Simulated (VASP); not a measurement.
Wanted: the native input for a VASP 6.6.1 run.

| Quantity | Value |
| --- | --- |
| Task | single point |
| Functional | PBE |
| Potentials or basis | VASP PAW PBE potentials, release 64 (K_sv, F) |
| Cutoff | 600 eV |
| k mesh | 8 × 8 × 8 |
| Occupations | gaussian, width 0.01 eV |
| Spin | no spin polarisation |
| Dipole correction | no |
| Further INCAR settings | ALGO = Normal; EDIFF = 1e-06; NBANDS = 15 |

The structure of KF lies in POSCAR:

```
KF
1.0
    0.0000000000      2.9354015259      2.9354015259
    2.9354015259      0.0000000000      2.9354015259
    2.9354015259      2.9354015259      0.0000000000
K F
1 1
Direct
    0.0000000000      0.0000000000      0.0000000000
    0.2500000000      0.2500000000      0.2500000000
```

These files were run (other wordings do the same):

INCAR

```
PREC = Accurate
ENCUT = 600
EDIFF = 1E-6
ISMEAR = 0
SIGMA = 0.01
LREAL = False
LASPH = True
NELM = 120
ALGO = Normal
ISIF = 2
LWAVE = False
LCHARG = False
GGA = PE
NBANDS = 15
GGA_COMPAT = False
```

KPOINTS

```
regular mesh
0
Gamma
  8 8 8
```

Potentials or basis: VASP PAW PBE potentials, release 64 (K_sv, F).

The run is started by

```sh
$ cat potpaw_PBE.64/K_sv/POTCAR potpaw_PBE.64/F/POTCAR > POTCAR
$ mpirun -np 1 vasp_std > vasp.out
```

Results of the run:

```
Pressure               : 0.9 GPa
Band gap on the k mesh : 5.16 eV (least direct gap 5.37 eV)
```

Caveat: the structure was generated, so it needn't be the stable form of KF.

Wall time 46 s on 1 thread of Intel Xeon 8259CL (shared host), peak memory 0.21 GiB.
